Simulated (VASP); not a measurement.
Set up this calculation in VASP 6.6.1, as the native input.

| Property | Result |
| --- | --- |
| Task | single point |
| Functional | PBEsol |
| Potentials or basis | VASP PAW PBE potentials, release 64 (Hf_pv, B) |
| Cutoff | 520 eV |
| k mesh | 10 × 10 × 8 |
| Occupations | fermi-dirac, width 0.05 eV |
| Spin | no spin polarisation |
| Dipole correction | no |
| Further INCAR settings | ALGO = Normal; EDIFF = 1e-06; NBANDS = 15 |

The structure of HfB2 lies in POSCAR:

```
HfB2
1.0
    3.1813205280      0.0000000000      0.0000000000
   -1.5906602640      2.7551043948      0.0000000000
    0.0000000000      0.0000000000      3.5257947253
Hf B
1 2
Direct
    0.0000000000      0.0000000000      0.0000000000
    0.6666666667      0.3333333333      0.5000000000
    0.3333333333      0.6666666667      0.5000000000
```

One way to write it, as run:

INCAR

```
SYSTEM = HfB2
PREC = Accurate ; ENCUT = 520
EDIFF = 1E-6 ; ISMEAR = -1
SIGMA = 0.05 ; LREAL = .FALSE.
LASPH = .TRUE. ; NELM = 60
ALGO = Normal ; ISIF = 2
LWAVE = .FALSE. ; LCHARG = .FALSE.
GGA = PS ; NBANDS = 15
```

KPOINTS

```
regular mesh
0
G
  10 10 8
  0 0 0
```

Potentials or basis: VASP PAW PBE potentials, release 64 (Hf_pv, B).

The run is started by

```sh
$ cat potpaw_PBE.64/Hf_pv/POTCAR potpaw_PBE.64/B/POTCAR > POTCAR
$ mpirun -np 1 vasp_std > vasp.out
```

Results of the run:

```json
{
 "Pressure": "-13.5 GPa",
 "Band gap on the k mesh": "zero (band 8 reaches 7.79 eV, above the bottom of band 9 at 7.01 eV)"
}
```

Caveat: the PAW data sets were made with another functional, which shifts forces and pressure a little; spin-orbit coupling is left out, which moves the levels of the heavy elements.

Wall time 16 s on 1 thread of Intel Xeon 6975P-C, with other jobs on the host, peak memory 0.17 GiB.
